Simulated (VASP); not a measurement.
Input of a VASP 6.6.1 run:

File INCAR:

```
ALGO     = Normal         # electronic algorithm
EDIFF    = 1E-6           # SCF threshold, eV
ENCUT    = 520            # plane-wave cutoff, eV
GGA      = PE             # functional
ISIF     = 2              # what is computed and relaxed
ISMEAR   = -1             # smearing method
LASPH    = T              # aspherical terms in the spheres
LCHARG   = F              # write CHGCAR
LREAL    = F              # projectors in reciprocal space
LWAVE    = F              # write WAVECAR
NBANDS   = 11             # bands
NELM     = 100            # most SCF steps
PREC     = Accurate       # precision mode
SIGMA    = 0.08           # smearing width, eV
```

The input KPOINTS:

```
k-points
0
Gamma
  12 12 12
```

The input POSCAR:

```
NaH
1.0
    2.3836147811      0.0000000000      0.0000000000
    0.0000000000      2.3836147811      0.0000000000
    0.0000000000      0.0000000000      2.3836147811
Na H
1 1
Direct
    0.0000000000      0.0000000000      0.0000000000
    0.5000000000      0.5000000000      0.5000000000
```

Potentials or basis: VASP PAW PBE potentials, release 64 (Na_pv, H).

Run with:

```console
$ cat potpaw_PBE.64/Na_pv/POTCAR potpaw_PBE.64/H/POTCAR > POTCAR
$ mpirun -np 1 vasp_std > vasp.out
```

Task: Estimate the band gap on the k mesh.

Result: 1.24 eV, indirect (least direct gap 6.59 eV).

Task: What does it give for the pressure?

Result: 52.7 GPa.

 A k mesh can miss the band edges.
